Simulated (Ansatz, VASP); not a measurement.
# One calculation of Cs, two programs

File INCAR:

```
SYSTEM = Cs
ALGO     = Normal         ! electronic algorithm
EDIFF    = 1E-6           ! SCF threshold, eV
ENCUT    = 500            ! plane-wave cutoff, eV
GGA_COMPAT= .False.      
ISIF     = 2              ! what is computed and relaxed
ISMEAR   = 0              ! smearing method
LASPH    = .True.         ! aspherical terms in the spheres
LCHARG   = .False.        ! write CHGCAR
LREAL    = .False.        ! projectors in reciprocal space
LWAVE    = .False.        ! write WAVECAR
NBANDS   = 10             ! bands
NELM     = 120            ! most SCF steps
PREC     = Accurate       ! precision mode
SIGMA    = 0.1            ! smearing width, eV
```

Contents of KPOINTS:

```
k-points
0
Gamma
  4 4 4
  0 0 0
```

The input POSCAR:

```
Cs
1.0
   -3.0225000000      3.0225000000      3.0225000000
    3.0225000000     -3.0225000000      3.0225000000
    3.0225000000      3.0225000000     -3.0225000000
Cs
1
Direct
    0.0000000000      0.0000000000      0.0000000000
```

Input for Ansatz:

```yaml
crystal:
  lattice:
    - [-3.0225, 3.0225, 3.0225]
    - [3.0225, -3.0225, 3.0225]
    - [3.0225, 3.0225, -3.0225]
  atoms:
    - { symbol: Cs, position: [0.0, 0.0, 0.0] }
basis:
  ecutwfc: 420
kpoints:
  mp_grid: { grid: [4, 4, 4] }
hamiltonian:
  xc: lda
scf:
  occupations: { method: gaussian, width: 0.1 }
output:
  forces: true
  stress: true
  eigenvalues: true
```

Alike in both runs: task single point; functional LDA; k mesh 4 × 4 × 4; occupations gaussian, width 0.1 eV; no spin polarisation.

```csv
,VASP,Ansatz
version,VASP 6.6.1,Ansatz 0.2.0
potentials or method,"VASP PAW LDA potentials, release 64 (Cs_sv), cutoff 500 eV","scalar-relativistic, plane waves, PAW"
valence electrons in the cell,9,9
```

|  | VASP | Ansatz | Ansatz less VASP |
| --- | --- | --- | --- |
| gap on the k mesh at the Fermi level (eV) | none | none | - |
| pressure (GPa) | -0.3 | -0.3 | +0.01 |

LDA's correlation is that of Perdew and Zunger in VASP and of Perdew and Wang (1992) in Ansatz. A gap of «none» marks a metal or a gap that the smearing closes.

The k mesh is coarse, so the values compare programs but aren't converged. Spin-orbit coupling is off throughout.
